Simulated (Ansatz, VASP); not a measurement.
**Two plane-wave programs on Y3Ge**

```xyz
4
Lattice="4.7108 0.0000 0.0000 0.0000 4.7108 0.0000 0.0000 0.0000 4.7108" Properties=species:S:1:pos:R:3 pbc="T T T"
Y     0.0000    2.3554    2.3554
Y     2.3554    0.0000    2.3554
Y     2.3554    2.3554    0.0000
Ge    0.0000    0.0000    0.0000
```

Alike in both runs: functional PBE; k mesh 4 × 4 × 4; occupations gaussian, width 0.1 eV; no spin polarisation.

Ansatz relaxed the structure, and its values are those at the end. VASP's run is a single point on that final structure, the one shown.

|  | VASP | Ansatz |
| --- | --- | --- |
| version | VASP 6.6.1 | Ansatz 0.2.0 |
| potentials or method | VASP PAW PBE potentials, release 64 (Y_sv, Ge_d), cutoff 520 eV | scalar-relativistic, plane waves, PAW |
| valence electrons in the cell | 47 | 47 |

Ansatz gave:

* gap on the k mesh at the Fermi level (eV): none
* pressure (GPa): -0.2

Task: Which values does VASP return?

Result: gap on the k mesh at the Fermi level (eV): none; pressure (GPa): -0.3.

A gap of «none» marks a metal or a gap that the smearing closes.
